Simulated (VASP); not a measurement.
Set up this calculation in VASP 6.6.1, as the native input.

* Task: single point
* Functional: PBE
* Potentials or basis: VASP PAW PBE potentials, release 64 (Re)
* Cutoff: 520 eV
* k mesh: 14 × 14 × 14
* Occupations: fermi-dirac, width 0.1 eV
* Spin: no spin polarisation
* Dipole correction: no
* Further INCAR settings: ALGO = Normal; EDIFF = 1e-06; NBANDS = 10

The structure of Re lies in POSCAR:

```
Re
1.0
    2.5804935598      0.0000000000      0.0000000000
    0.0000000000      2.5804935598      0.0000000000
    0.0000000000      0.0000000000      2.5804935598
Re
1
Direct
    0.0000000000      0.0000000000      0.0000000000
```

These files were run (other wordings do the same):

INCAR

```
ALGO = Normal
EDIFF = 1E-6
ENCUT = 520
GGA = PE
ISIF = 2
ISMEAR = -1
LASPH = T
LCHARG = F
LREAL = F
LWAVE = F
NBANDS = 10
NELM = 100
PREC = Accurate
SIGMA = 0.1
```

KPOINTS

```
k-points
0
Gamma
  14 14 14
```

Potentials or basis: VASP PAW PBE potentials, release 64 (Re).

Launch:

```sh
$ cat potpaw_PBE.64/Re/POTCAR > POTCAR
$ mpirun -np 1 vasp_std > vasp.out
```

It gave:

```json
{"Pressure": "-1.6 GPa"}
```

It took 14 s on 1 thread of Intel(R) Xeon(R) Platinum 8259CL CPU @ 2.50GHz (Skylake/Cascade Lake), with other jobs on the host, peak memory 0.14 GiB.
